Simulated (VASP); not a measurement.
Wanted: the native input for a VASP 6.6.1 run.

```yaml
Task: single point
Functional: LDA
Potentials_or_basis: VASP PAW LDA potentials, release 64 (Ba_sv, Zr_sv, O)
Cutoff: 520 eV
k_mesh: 6 × 6 × 6
Occupations: gaussian, width 0.05 eV
Spin: no spin polarisation
Dipole_correction: no
Further_INCAR_settings: ALGO = Normal; EDIFF = 1e-07; NBANDS = 28
```

The structure of BaZrO3 lies in POSCAR:

```
BaZrO3
1.0
    3.6912343136      0.0000000000      0.0000000000
    0.0000000000      4.3755642706      0.0000000000
    0.0000000000      0.0000000000      4.1474542849
Ba Zr O
1 1 3
Direct
    0.5000000000      0.5000000000      0.5000000000
    0.0000000000      0.0000000000      0.0000000000
    0.5000000000      0.0000000000      0.0000000000
    0.0000000000      0.5000000000      0.0000000000
    0.0000000000      0.0000000000      0.5000000000
```

This cell differs from its parent crystal: normal strain along x -0.1100, normal strain along y +0.0550.

These files were run (other wordings do the same):

INCAR

```
SYSTEM = BaZrO3
PREC     = Accurate       ! precision mode
ENCUT    = 520            ! plane-wave cutoff, eV
EDIFF    = 1E-7           ! SCF threshold, eV
ISMEAR   = 0              ! smearing method
SIGMA    = 0.05           ! smearing width, eV
LREAL    = .FALSE.        ! projectors in reciprocal space
LASPH    = .TRUE.         ! aspherical terms in the spheres
NELM     = 100            ! most SCF steps
ALGO     = Normal         ! electronic algorithm
ISIF     = 2              ! what is computed and relaxed
LWAVE    = .FALSE.        ! write WAVECAR
LCHARG   = .FALSE.        ! write CHGCAR
GGA      = CA             ! functional
NBANDS   = 28             ! bands
```

KPOINTS

```
Automatic mesh
0
G
  6 6 6
  0 0 0
```

Potentials or basis: VASP PAW LDA potentials, release 64 (Ba_sv, Zr_sv, O).

Run with:

```sh
$ cat potpaw_LDA.64/Ba_sv/POTCAR potpaw_LDA.64/Zr_sv/POTCAR potpaw_LDA.64/O/POTCAR > POTCAR
$ mpirun -np 1 vasp_std > vasp.out
```

It gave:

```
Pressure               : 22.5 GPa
Band gap on the k mesh : 2.10 eV, direct
```

Caveat: the cell differs from its parent crystal (normal strain along x -0.1100, normal strain along y +0.0550); spin-orbit coupling is left out, which moves the levels of the heavy elements.

Wall time 46 s on 1 thread of Intel(R) Xeon(R) 6975P-C (Granite Rapids) (shared host), peak memory 0.24 GiB.
